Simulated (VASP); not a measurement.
Runs of VASP 6.6.1 on Li2S. It takes space group Fm-3m (No. 225, cubic). The conventional cell has a = 5.691 Å, b = 5.691 Å, c = 5.691 Å, α = 90.00°, β = 90.00°, γ = 90.00°. Within 3.3 Å of Li (site symmetry -43m) lie 4 S at 2.46 Å and 6 Li at 2.85 Å. Within 3.3 Å of S (site symmetry m-3m) lie 8 Li at 2.46 Å. 

| level | k mesh | cutoff (eV) | smearing | grid for exact exchange (PRECFOCK) | share of exact exchange | screening parameter | gap on the mesh (eV) | pressure (GPa) |
| --- | --- | --- | --- | --- | --- | --- | --- | --- |
| PBE-based screened hybrid with 30 % exact exchange | 4 × 4 × 4 | 650 | gaussian 0.01 eV | Normal | 0.3 | 0.5 1/Å | 3.94 | -0.4 |
| PBE | 6 × 6 × 6 | 750 | methfessel-paxton 0.5 eV | - | - | - | 3.39 | 0.1 |
| PBEsol | 6 × 6 × 6 | 750 | gaussian 0.01 eV | - | - | - | (c) | -0.8 |
| HSE06 | 4 × 4 × 4 | 650 | fermi-dirac 0.5 eV | Normal | 0.25 | 0.2079 1/Å | 4.33 | -0.5 |
| PBE | 6 × 6 × 6, shifted | 750 | gaussian 0.01 eV | - | - | - | (b) | 0.2 |
| PBE | 6 × 6 × 6 | 750 | methfessel-paxton 0.05 eV | - | - | - | 3.39 | 0.2 |
| PBE-based screened hybrid with 75 % exact exchange | 4 × 4 × 4 | 650 | gaussian 0.01 eV | Normal | 0.75 | 0.3 1/Å | 5.70 | -1.9 |
| PBE-based screened hybrid with 20 % exact exchange | 4 × 4 × 4 | 650 | gaussian 0.01 eV | Normal | 0.2 | 0.1 1/Å | (a) | -0.5 |

Alike in all rows: task single point; potentials or basis VASP PAW PBE potentials, release 64 (Li_sv, S); no spin polarisation; cell as given.

Q: Estimate the missing entries.

A: (a) 4.41; (b) 3.66; (c) 3.22.

Caveats: some runs use coarse meshes; the PAW data sets were made with another functional, which shifts forces and pressure a little (at least some runs); so wide a smearing shifts energies and pressures (at least some runs); a shifted mesh leaves out Γ, where band edges can lie (at least some runs).

A k mesh can miss the band edges.
